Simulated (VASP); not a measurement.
Write the native input for VASP 6.6.1 that does the following.

| Quantity | Value |
| --- | --- |
| Task | single point |
| Functional | PBE |
| Potentials or basis | VASP PAW PBE potentials, release 64 (Zr_sv, Cr_pv, N) |
| Cutoff | 520 eV |
| k mesh | 10 × 10 × 4 |
| Occupations | gaussian, width 0.1 eV |
| Spin | no spin polarisation |
| Dipole correction | no |
| Further INCAR settings | ALGO = Normal; EDIFF = 1e-06; NBANDS = 57 |

The structure of Zr2CrN2 lies in POSCAR:

```
Zr2CrN2
1.0
    3.2061922695      0.0000000000      0.0000000000
    0.0000000000      3.2061922695      0.0000000000
    0.0000000000      0.0000000000     11.9096312445
Zr Cr N
4 2 4
Direct
    0.0000000000      0.5000000000      0.8992969694
    0.0000000000      0.5000000000      0.2942568434
    0.5000000000      0.0000000000      0.7057431566
    0.5000000000      0.0000000000      0.1007030306
    0.0000000000      0.5000000000      0.5488300406
    0.5000000000      0.0000000000      0.4511699594
    0.0000000000      0.5000000000      0.7136899910
    0.0000000000      0.5000000000      0.0956646635
    0.5000000000      0.0000000000      0.9043353365
    0.5000000000      0.0000000000      0.2863100090
```

These files were run (other wordings do the same):

INCAR

```
ALGO = Normal ; EDIFF = 1E-6
ENCUT = 520 ; GGA = PE
ISIF = 2 ; ISMEAR = 0
LASPH = T ; LCHARG = T
LELF = T ; LREAL = F
LVHAR = T ; LWAVE = F
NBANDS = 57 ; NELM = 100
PREC = Accurate ; SIGMA = 0.1
```

KPOINTS

```
k-points
0
Gamma
  10 10 4
```

Potentials or basis: VASP PAW PBE potentials, release 64 (Zr_sv, Cr_pv, N).

Run with:

```bash
$ cat potpaw_PBE.64/Zr_sv/POTCAR potpaw_PBE.64/Cr_pv/POTCAR potpaw_PBE.64/N/POTCAR > POTCAR
$ mpirun -np 1 vasp_std > vasp.out
```

Results of the run:

The pressure is 0.3 GPa and the largest force is 0.048 eV/Å. The band gap on the k mesh is zero (band 46 reaches 12.16 eV, above the bottom of band 47 at 10.78 eV).

Caveat: the run has no spin polarisation, though such a crystal can be magnetic.

Wall time 6.9 min on 1 thread of Intel(R) Xeon(R) Platinum 8259CL CPU @ 2.50GHz (Skylake/Cascade Lake), with other jobs on the host, peak memory 0.45 GiB.
